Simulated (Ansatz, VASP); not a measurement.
Mg2Ge2N in VASP and in Ansatz

Contents of INCAR:

```
PREC = Accurate
ENCUT = 520
EDIFF = 1E-6
ISMEAR = 0
SIGMA = 0.1
LREAL = F
LASPH = T
NELM = 60
ALGO = Normal
ISIF = 2
LWAVE = F
LCHARG = T
GGA = PE
LELF = T
LVHAR = T
NBANDS = 26
```

The input KPOINTS:

```
Automatic mesh
0
Gamma
  6 6 2
```

The input POSCAR:

```
Mg2Ge2N
1.0
    3.6406141100      0.0000000000      0.0000000000
   -1.8203070600      3.1528643100      0.0000000000
    0.0000000000      0.0000000000      7.8359238800
Mg Ge N
2 2 1
Direct
    0.0000000000      0.0000000000      0.1587498000
    0.0000000000      0.0000000000      0.7924011900
    0.3333333300      0.6666666700      0.0374997700
    0.6666666700      0.3333333300      0.0374997700
    0.0000000000      0.0000000000      0.4333228200
```

Input for Ansatz:

```yaml
crystal:
  lattice:
    - [3.64061411, 0.0, 0.0]
    - [-1.82030706, 3.15286431, 0.0]
    - [0.0, 0.0, 7.83592388]
  atoms:
    - { symbol: Mg, position: [0.0, 0.0, 0.1587498] }
    - { symbol: Mg, position: [0.0, 0.0, 0.79240119] }
    - { symbol: Ge, position: [0.33333333, 0.66666667, 0.03749977] }
    - { symbol: Ge, position: [0.66666667, 0.33333333, 0.03749977] }
    - { symbol: "N", position: [0.0, 0.0, 0.43332282] }
basis:
  ecutwfc: 420
kpoints:
  mp_grid: { grid: [6, 6, 2] }
hamiltonian:
  xc: pbe
scf:
  occupations: { method: gaussian, width: 0.1 }
  lower_state_search: "off"
output:
  forces: true
  stress: true
  eigenvalues: true
```

Alike in both runs: task single point; functional PBE; k mesh 6 × 6 × 2; occupations gaussian, width 0.1 eV; no spin polarisation.

|  | VASP | Ansatz |
| --- | --- | --- |
| version | VASP 6.6.1 | Ansatz 0.2.0 |
| potentials or method | VASP PAW PBE potentials, release 64 (Mg, Ge_d, N), cutoff 520 eV | scalar-relativistic, plane waves, PAW |
| valence electrons in the cell | 37 | 53 |

```csv
,VASP,Ansatz,Ansatz less VASP
gap on the k mesh at the Fermi level (eV),none,none,-
rms of the force components (eV/Å),2.762,2.749,-0.0125
```

Atom by atom the forces differ by 0.015 eV/Å (rms over components). A gap of «none» marks a metal or a gap that the smearing closes. VASP's potentials hold 37 valence electrons a cell and Ansatz's 53, so a difference there can come from the potentials and not from the codes.

The k mesh is coarse, so the values compare programs but aren't converged.
